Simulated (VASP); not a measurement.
Here is a VASP 6.6.1 calculation.

INCAR

```
PREC = Accurate
ENCUT = 520
EDIFF = 1E-6
ISMEAR = 0
SIGMA = 0.1
LREAL = False
LASPH = True
NELM = 150
ALGO = Normal
ISIF = 2
LWAVE = False
LCHARG = False
ISPIN = 2
MAGMOM = 3.76 0.37
LORBIT = 11
LMAXMIX = 4
GGA = PS
NBANDS = 18
```

File KPOINTS:

```
regular mesh
0
Gamma
  18 18 18
```

File POSCAR:

```
FeO
1.0
    1.5492835988      0.8944793028      2.5311716203
   -1.5492835988      0.8944793028      2.5311716203
    0.0000000000     -1.7889586057      2.5311716203
Fe O
1 1
Direct
    0.0000000000      0.0000000000      0.0000000000
    0.5000000000      0.5000000000      0.5000000000
```

Potentials or basis: VASP PAW PBE potentials, release 64 (Fe, O).

Run with:

```bash
$ cat potpaw_PBE.64/Fe/POTCAR potpaw_PBE.64/O/POTCAR > POTCAR
$ mpirun -np 1 vasp_std > vasp.out
```

(1) Predict the band gap on the k mesh.

(2) What does it give for the pressure?

(3) Predict the net moment.

Answers

(1) zero (filled and empty bands overlap).

(2) -16.0 GPa.

(3) 4.00 μB per cell.

Caveat: the cell stands under tension; the PAW data sets were made with another functional, which shifts forces and pressure a little; a cell with one magnetic atom can't hold antiferromagnetic order, which such compounds often take; semilocal functionals often make such compounds metallic where correlation or magnetic order opens a gap, which also shifts bond lengths.
